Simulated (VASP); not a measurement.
# Ag4C in VASP: a series of runs

Runs on Ag4C. Level: PBEsol. Tasks: single point.

Program: VASP 6.6.1. These are calculated values, not measurements. Logs are shortened: lines on timing, memory, paths and dates and some standing lists are left out, and cuts for length are marked.

### 1 The cell of the first run

The cell holds a slab with vacuum, 5 atoms: a = 2.867 Å, b = 2.867 Å, c = 25.082 Å, α = 90.00°, β = 90.00°, γ = 90.00°.

### 2 Single point, PBEsol

File INCAR:

```
SYSTEM = Ag4C
ALGO     = Normal         ! electronic algorithm
DIPOL    = 0.5 0.5 0.501
EDIFF    = 1E-7           ! SCF threshold, eV
ENCUT    = 520            ! plane-wave cutoff, eV
GGA      = PS             ! functional
IDIPOL   = 3            
ISIF     = 2              ! what is computed and relaxed
ISMEAR   = 0              ! smearing method
LASPH    = .TRUE.         ! aspherical terms in the spheres
LCHARG   = .TRUE.         ! write CHGCAR
LDIPOL   = .TRUE.       
LELF     = .TRUE.         ! ELF
LREAL    = .FALSE.        ! projectors in reciprocal space
LVACPOTAV= .TRUE.       
LVHAR    = .TRUE.       
LWAVE    = .FALSE.        ! write WAVECAR
NBANDS   = 32             ! bands
NELM     = 60             ! most SCF steps
PREC     = Accurate       ! precision mode
SIGMA    = 0.1            ! smearing width, eV
```

File KPOINTS:

```
k-points
0
G
  10 10 1
  0 0 0
```

File POSCAR:

```
Ag4C
1.0
    2.8669036820      0.0000000000      0.0000000000
    0.0000000000      2.8669036820      0.0000000000
    0.0000000000      0.0000000000     25.0816211037
Ag C
4 1
Direct
    0.5000000000      0.5000000000      0.3388935654
    0.0000000000      0.0000000000      0.4197179677
    0.5000000000      0.5000000000      0.5003033238
    0.0000000000      0.0000000000      0.5826590300
    0.0000000000      0.0000000000      0.6614227880
```

Potentials or basis: VASP PAW PBE potentials, release 64 (Ag, C).

Run with:

```
$ cat potpaw_PBE.64/Ag/POTCAR potpaw_PBE.64/C/POTCAR > POTCAR
$ mpirun -np 1 vasp_std > vasp.out
```

OUTCAR:

```text
SYSTEM = Ag4C
   EDIFF = 1E-7
   ENCUT = 520
   GGA = PS
   ISIF = 2
   ISMEAR = 0
   LASPH = .TRUE.
   LREAL = .FALSE.
   NELM = 60
   PREC = Accurate

 ion  position               nearest neighbor table
   1  0.500  0.500  0.339-   2 2.87   2 2.87   2 2.87   2 2.87
   2  0.000  0.000  0.420-   3 2.86   3 2.86   3 2.86   3 2.86   1 2.87   1 2.87   1 2.87   1 2.87

   3  0.500  0.500  0.500-   2 2.86   2 2.86   2 2.86   2 2.86   4 2.89   4 2.89   4 2.89   4 2.89

   4  0.000  0.000  0.583-   5 1.98   3 2.89   3 2.89   3 2.89   3 2.89
   5  0.000  0.000  0.661-   4 1.98

  LATTYP: Found a simple tetragonal cell.
 ALAT       =     2.8669036820
 C/A-ratio  =     8.7486793718

  Lattice vectors:

 A1 = (   2.8669036820,   0.0000000000,   0.0000000000)
 A2 = (   0.0000000000,   2.8669036820,   0.0000000000)
 A3 = (   0.0000000000,   0.0000000000,  25.0816211037)

Analysis of symmetry for initial positions (statically):
=====================================================================
 Subroutine PRICEL returns:
 Original cell was already a primitive cell.

 Routine SETGRP: Setting up the symmetry group for a
 simple tetragonal supercell.

 Subroutine GETGRP returns: Found  8 space group operations
 (whereof  8 operations were pure point group operations)
 out of a pool of 16 trial point group operations.

The static configuration has the point symmetry C_4v.

Analysis of symmetry for dynamics (positions and initial velocities):
=====================================================================
 Subroutine PRICEL returns:
 Original cell was already a primitive cell.

 Routine SETGRP: Setting up the symmetry group for a
 simple tetragonal supercell.

 Subroutine GETGRP returns: Found  8 space group operations
 (whereof  8 operations were pure point group operations)
 out of a pool of 16 trial point group operations.

The dynamic configuration has the point symmetry C_4v.

 Subroutine INISYM returns: Found  8 space group operations
 (whereof  8 operations are pure point group operations),
 and found     1 'primitive' translations

----------------------------------------------------------------------------------------

                                     Primitive cell

  volume of cell :     206.1493

  direct lattice vectors                    reciprocal lattice vectors
     2.866903682  0.000000000  0.000000000     0.348808370  0.000000000  0.000000000
     0.000000000  2.866903682  0.000000000     0.000000000  0.348808370  0.000000000
     0.000000000  0.000000000 25.081621104     0.000000000  0.000000000  0.039869831

  length of vectors
     2.866903682  2.866903682 25.081621104     0.348808370  0.348808370  0.039869831

  position of ions in fractional coordinates (direct lattice)
     0.500000000  0.500000000  0.338893565
     0.000000000  0.000000000  0.419717968
     0.500000000  0.500000000  0.500303324
     0.000000000  0.000000000  0.582659030
     0.000000000  0.000000000  0.661422788

  ion indices of the primitive-cell ions
   primitive index   ion index
                 1           1
                 2           2
                 3           3
                 4           4
                 5           5

----------------------------------------------------------------------------------------

 KPOINTS: k-points

Automatic generation of k-mesh.
 Grid dimensions read from file:
 generate k-points for:   10   10    1

 Generating k-lattice:

  Cartesian coordinates                     Fractional coordinates (reciprocal lattice)
     0.034880837  0.000000000  0.000000000     0.100000000  0.000000000  0.000000000
     0.000000000  0.034880837  0.000000000     0.000000000  0.100000000  0.000000000
     0.000000000  0.000000000  0.039869831     0.000000000  0.000000000  1.000000000

  Length of vectors
     0.034880837  0.034880837  0.039869831

  Shift w.r.t. Gamma in fractional coordinates (k-lattice)
     0.000000000  0.000000000  0.000000000

 Subroutine IBZKPT returns following result:
 ===========================================

 Found     21 irreducible k-points:

 Following reciprocal coordinates:
            Coordinates               Weight
  0.000000  0.000000  0.000000      1.000000
  0.100000  0.000000  0.000000      4.000000
  0.200000  0.000000  0.000000      4.000000
  0.300000  0.000000  0.000000      4.000000
  0.400000  0.000000  0.000000      4.000000
  0.500000  0.000000  0.000000      2.000000
[... 13 lines left out ...]
  0.500000  0.400000  0.000000      4.000000
  0.500000  0.500000  0.000000      1.000000
   k-points           NKPTS =     21   k-points in BZ     NKDIM =     21   number of bands    NBANDS=     32
   number of dos      NEDOS =    301   number of ions     NIONS =      5
   total plane-waves  NPLWV = 110592
   dimension x,y,z NGX =    24 NGY =   24 NGZ =  192
   dimension x,y,z NGXF=    48 NGYF=   48 NGZF=  384
   ions per type =               4   1
   NGX,Y,Z   is equivalent  to a cutoff of  13.92, 13.92, 12.73 a.u.
   NGXF,Y,Z  is equivalent  to a cutoff of  27.83, 27.83, 25.45 a.u.
 SYSTEM =  Ag4C
   PREC   = accura    normal or accurate (medium, high low for compatibility)
   ISTART =      0    job   : 0-new  1-cont  2-samecut
   ICHARG =      2    charge: 1-file 2-atom 10-const
   ISPIN  =      1    spin polarized calculation?
   LNONCOLLINEAR =      F non collinear calculations
   LSORBIT =      F    spin-orbit coupling
   LASPH  =      T    aspherical Exc in radial PAW
   ENCUT  =  520.0 eV  38.22 Ry    6.18 a.u.   5.33  5.33 46.64*2*pi/ulx,y,z
   NELM   =     60;   NELMIN=  2; NELMDL= -5     # of ELM steps
   EDIFF  = 0.1E-06   stopping-criterion for ELM
   LREAL  =      F    real-space projection
   EDIFFG = 0.1E-05   stopping-criterion for IOM
   NSW    =      0    number of steps for IOM
   IBRION =     -1    ionic relax: 0-MD 1-quasi-New 2-CG
   NFREE  =      0    steps in history (QN), initial steepest desc. (CG)
   ISIF   =      2    stress and relaxation
   ISYM   =      2    0-nonsym 1-usesym 2-fastsym
   POTIM  = 0.5000    time-step for ionic-motion
   TEBEG  =    0.0;   TEEND  =   0.0 temperature during run
   PSTRESS=    0.0 pullay stress
   NELECT =      48.0000    total number of electrons
   NUPDOWN=      -1.0000    fix difference up-down
   EMIN   =  10.00;   EMAX   =-10.00  energy-range for DOS
   EFERMI =   0.00;   METHOD = LEGACY
   ISMEAR =     0;   SIGMA  =   0.10  broadening in eV -4-tet -1-fermi 0-gaus
   EFERMI_NEDOS =   21; number of points for ismear=-14 and -15
   IALGO  =     38    algorithm
   IMIX   =      4    mixing-type and parameters
     AMIX     =   0.40;   BMIX     =  1.00
     AMIX_MAG =   1.60;   BMIX_MAG =  1.00
  volume/ion in A,a.u.               =      41.23       278.23
  Fermi-wavevector in a.u.,A,eV,Ry     =   1.007151  1.903240 13.801116  1.014353
  Thomas-Fermi vector in A             =   2.139938
   LORBIT       =      0    0 simple, 1 ext, 2 COOP (PROOUT), +10 PAW based schemes
   GGA     = PS    functional components
   LHFCALC =     F    Hartree Fock is set to
   AEXX    =    0.0000 exact exchange contribution
   IVDW    =     0    specifies the selected vdW correction
   LEPSILON=     F    determine dielectric tensor
   LRPA    =     F    only Hartree local field effects (RPA)
 non-spin polarized calculation
 Gauss-broadening in eV      SIGMA  =   0.10
  energy-cutoff  :      520.00
  volume of cell :      206.15
 maximum number of plane-waves:      5593
 NGX is ok and might be reduce to    24
   NGX = 11   NGY = 11   NGZ = 93

 dipolmoment           0.000000      0.000000     -0.122122 electrons x Angstroem

 number of electron      47.9999991 magnetization

 dipolmoment           0.000000      0.000000      0.101377 electrons x Angstroem

 Free energy of the ion-electron system (eV)
  ---------------------------------------------------
  ext. energy  EPLUGINS =         0.00000000
  ---------------------------------------------------
  free energy    TOTEN  =       -16.02138412 eV

  energy without entropy =      -16.01440689  energy(sigma->0) =      -16.01789550

 E-fermi :  -0.5470     XC(G=0):  -5.3770

 val. band max:       -0.6141852643   @ k =   0.2000   0.0000   0.0000
 cond. band min:      -0.4694465086   @ k =   0.3000   0.2000   0.0000
 fundamental gap:      0.1447387557
 Fermi energy:        -0.5469600030

 k-point     1 :       0.0000    0.0000    0.0000
  band No.  band energies     occupation
      1     -11.1801      2.00000
      2      -7.9621      2.00000
      3      -7.0300      2.00000
      4      -6.8556      2.00000
      5      -6.8525      2.00000
      6      -6.4936      2.00000
[... 24 lines left out ...]
     31       5.5005      0.00000
     32       6.5398      0.00000

 k-point     2 :       0.1000    0.0000    0.0000
  band No.  band energies     occupation
      1     -11.0892      2.00000
      2      -7.7717      2.00000
      3      -6.9320      2.00000
      4      -6.7516      2.00000
      5      -6.7208      2.00000
      6      -6.4098      2.00000
[... 24 lines left out ...]
     31       5.6822      0.00000
     32       6.6665      0.00000

 k-point     3 :       0.2000    0.0000    0.0000
  band No.  band energies     occupation
      1     -10.8369      2.00000
      2      -7.2975      2.00000
      3      -6.7676      2.00000
      4      -6.6170      2.00000
      5      -6.3586      2.00000
      6      -6.2559      2.00000
[... 24 lines left out ...]
     31       6.2213      0.00000
     32       6.7248      0.00000

 k-point     4 :       0.3000    0.0000    0.0000
  band No.  band energies     occupation
      1     -10.4881      2.00000
      2      -6.9401      2.00000
      3      -6.6740      2.00000
      4      -6.5704      2.00000
      5      -6.1833      2.00000
      6      -5.9123      2.00000
[... 24 lines left out ...]
     31       5.7263      0.00000
     32       6.4072      0.00000

 k-point     5 :       0.4000    0.0000    0.0000
  band No.  band energies     occupation
      1     -10.1633      2.00000
      2      -6.9591      2.00000
      3      -6.7680      2.00000
      4      -6.3664      2.00000
      5      -6.2743      2.00000
      6      -5.8028      2.00000
[... 479 lines left out ...]
     31       6.5169      0.00000
     32       7.5547      0.00000

 k-point    19 :       0.4000    0.4000    0.0000
  band No.  band energies     occupation
      1      -9.3600      2.00000
      2      -6.7498      2.00000
      3      -6.7232      2.00000
      4      -6.6784      2.00000
      5      -6.5662      2.00000
      6      -6.2899      2.00000
[... 24 lines left out ...]
     31       6.7752      0.00000
     32       7.1921      0.00000

 k-point    20 :       0.5000    0.4000    0.0000
  band No.  band energies     occupation
      1      -9.2571      2.00000
      2      -6.8211      2.00000
      3      -6.7728      2.00000
      4      -6.7697      2.00000
      5      -6.6474      2.00000
      6      -6.3866      2.00000
[... 24 lines left out ...]
     31       7.1170      0.00000
     32       7.4026      0.00000

 k-point    21 :       0.5000    0.5000    0.0000
  band No.  band energies     occupation
      1      -9.1601      2.00000
      2      -6.8938      2.00000
      3      -6.8408      2.00000
      4      -6.8408      2.00000
      5      -6.7354      2.00000
      6      -6.4909      2.00000
[... 24 lines left out ...]
     31       6.5360      0.00000
     32       6.5360      0.00000

------------------------ aborting loop because EDIFF is reached ----------------------------------------

  FORCE on cell =-STRESS in cart. coord.  units (eV):
  Direction    XX          YY          ZZ          XY          YZ          ZX
  --------------------------------------------------------------------------------------
  -------------------------------------------------------------------------------------
  Total       -3.8113197     -3.8113197     -0.2956338      0.0000000      0.0000000      0.0000000
  in kB      -29.6213024    -29.6213024     -2.2976448      0.0000000      0.0000000      0.0000000
  external PRESSURE =     -20.5134165 kB  Pullay stress =       0.0000000 kB

 VOLUME and BASIS-vectors are now :
 -----------------------------------------------------------------------------
  energy-cutoff  :      520.00
  volume of cell :      206.15
      direct lattice vectors                 reciprocal lattice vectors
     2.866903682  0.000000000  0.000000000     0.348808370  0.000000000  0.000000000
     0.000000000  2.866903682  0.000000000     0.000000000  0.348808370  0.000000000
     0.000000000  0.000000000 25.081621104     0.000000000  0.000000000  0.039869831

 POSITION                                       TOTAL-FORCE (eV/Angst)
 -----------------------------------------------------------------------------------
      1.43345      1.43345      8.50000        -0.000000      0.000000      0.133129
      0.00000      0.00000     10.52721         0.000000      0.000000     -0.124447
      1.43345      1.43345     12.54842         0.000000      0.000000     -0.000021
      0.00000      0.00000     14.61403         0.000000      0.000000     -0.035993
      0.00000      0.00000     16.58956         0.000000      0.000000      0.027331
 -----------------------------------------------------------------------------------
    total drift:                                0.000000     -0.000000     -0.000394

  FREE ENERGIE OF THE ION-ELECTRON SYSTEM (eV)
  ---------------------------------------------------
  free  energy   TOTEN  =       -16.0213841224 eV

  energy  without entropy=      -16.0144068868  energy(sigma->0) =      -16.01789550

 vacuum level on the upper side and lower side of the slab         6.127         3.895
```

It took 2.7 min on 1 thread of AMD EPYC 9R45 (Zen 5), shared host; peak memory 0.35 GiB.

Results:

```yaml
Free_energy: -16.0214 eV
Largest_force: 0.133 eV/Å
Band_gap_on_the_k_mesh: zero (bands 24 and 25 overlap by 2.41 eV)
```

Forces on the atoms (eV/Å):
```
Ag   0.000  0.000  0.133
Ag   0.000  0.000 -0.124
Ag   0.000  0.000  0.000
Ag   0.000  0.000 -0.036
C    0.000  0.000  0.027
```

Levels at points of the mesh, in eV from the Fermi level:
```csv
k point,band 20,band 21,band 22,band 23,band 24,band 25,band 26,band 27,band 28,band 29
"(0.00, 0.00, 0.00)",-3.20,-2.91,-2.91,-2.91,-2.83,-0.89,0.94,2.40,2.40,4.42
"(0.50, 0.00, 0.00)",-3.10,-3.02,-1.96,-0.64,-0.41,0.13,0.17,1.07,2.85,3.05
"(0.50, 0.50, 0.00)",-2.70,-2.41,-0.64,-0.64,1.52,2.55,2.55,4.67,4.67,6.93
```

Caveat: the PAW data sets were made with another functional, which shifts forces and pressure a little.

### 3 Single point, PBEsol

File INCAR:

```
SYSTEM = Ag4C
PREC     = Accurate       ! precision mode
ENCUT    = 520            ! plane-wave cutoff, eV
EDIFF    = 1E-6           ! SCF threshold, eV
ISMEAR   = 0              ! smearing method
SIGMA    = 0.1            ! smearing width, eV
LREAL    = .FALSE.        ! projectors in reciprocal space
LASPH    = .TRUE.         ! aspherical terms in the spheres
NELM     = 100            ! most SCF steps
ALGO     = Normal         ! electronic algorithm
ISIF     = 2              ! what is computed and relaxed
LWAVE    = .FALSE.        ! write WAVECAR
LCHARG   = .FALSE.        ! write CHGCAR
LDIPOL   = .TRUE.       
IDIPOL   = 3            
DIPOL    = 0.5 0.5 0.491
GGA      = PS             ! functional
NBANDS   = 32             ! bands
```

File KPOINTS:

```
regular mesh
0
G
  10 10 1
  0 0 0
```

File POSCAR:

```
Ag4C
1.0
    2.8669036820      0.0000000000      0.0000000000
    0.0000000000      2.8669036820      0.0000000000
    0.0000000000      0.0000000000     25.0816211037
Ag C
4 1
Direct
    0.5000000000      0.5000000000      0.3388935654
    0.0000000000      0.0000000000      0.4197179677
    0.5000000000      0.5000000000      0.5009005820
    0.0000000000      0.0000000000      0.5883318785
    0.5000000000      0.5000000000      0.6068944977
```

Potentials or basis: VASP PAW PBE potentials, release 64 (Ag, C).

Run with:

```
$ cat potpaw_PBE.64/Ag/POTCAR potpaw_PBE.64/C/POTCAR > POTCAR
$ mpirun -np 1 vasp_std > vasp.out
```

Run time: 3 min. Hardware: 1 thread of AMD EPYC 9R45 (Zen 5), shared host; peak memory 0.36 GiB.

Results (log left out):

```yaml
Free_energy: -17.4108 eV
Largest_force: 0.166 eV/Å
Band_gap_on_the_k_mesh: zero (bands 24 and 25 overlap by 2.16 eV)
```

Forces on the atoms (eV/Å):
```
Ag   0.000  0.000  0.166
Ag   0.000  0.000 -0.158
Ag   0.000  0.000  0.007
Ag   0.000  0.000  0.010
C    0.000  0.000 -0.024
```

Levels at points of the mesh, in eV from the Fermi level:
```csv
k point,band 22,band 23,band 24,band 25,band 26,band 27
"(0.00, 0.00, 0.00)",-2.92,-2.89,-2.40,0.44,0.45,0.45
"(0.50, 0.00, 0.00)",-2.56,-0.39,-0.27,0.18,0.40,2.89
"(0.50, 0.50, 0.00)",-2.39,-1.72,1.38,2.86,2.86,5.38
```

Caveat: the PAW data sets were made with another functional, which shifts forces and pressure a little.

The gap in the log of VASP goes by the Fermi energy; the results here count the filled bands.